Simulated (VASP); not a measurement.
Write the native input for VASP 6.6.1 that does the following.

```yaml
Task: electric field gradients
Functional: PBEsol
Potentials_or_basis: VASP PAW PBE potentials, release 64 (Nb_sv, Zn)
Cutoff: 520 eV
k_mesh: 10 × 10 × 10
Occupations: fermi-dirac, width 0.05 eV
Spin: no spin polarisation
Dipole_correction: no
Further_INCAR_settings: ALGO = Normal; EDIFF = 1e-08; NBANDS = 32
```

The structure of NbZn3 lies in POSCAR:

```
NbZn3
1.0
    3.9340000000      0.0000000000      0.0000000000
    0.0000000000      3.9340000000      0.0000000000
    0.0000000000      0.0000000000      3.9340000000
Nb Zn
1 3
Direct
    0.0000000000      0.0000000000      0.0000000000
    0.0000000000      0.5000000000      0.5000000000
    0.5000000000      0.0000000000      0.5000000000
    0.5000000000      0.5000000000      0.0000000000
```

These files were run (other wordings do the same):

INCAR

```
PREC = Accurate
ENCUT = 520
EDIFF = 1E-8
ISMEAR = -1
SIGMA = 0.05
LREAL = False
LASPH = True
NELM = 80
ALGO = Normal
ISIF = 2
LWAVE = False
LCHARG = False
GGA = PS
LEFG = True
NBANDS = 32
```

KPOINTS

```
regular mesh
0
Gamma
  10 10 10
```

Potentials or basis: VASP PAW PBE potentials, release 64 (Nb_sv, Zn).

The run is started by

```bash
$ cat potpaw_PBE.64/Nb_sv/POTCAR potpaw_PBE.64/Zn/POTCAR > POTCAR
$ mpirun -np 1 vasp_std > vasp.out
```

It gave:

```yaml
Pressure: -5.1 GPa
```

Caveat: without QUAD_EFG the Cq values of the log hold for a quadrupole moment of 1 mb, not for the nuclei; the PAW data sets were made with another functional, which shifts forces and pressure a little.

Wall time 2 min on 1 thread of Intel(R) Xeon(R) Platinum 8375C CPU @ 2.90GHz (Ice Lake) (shared host), peak memory 0.23 GiB.
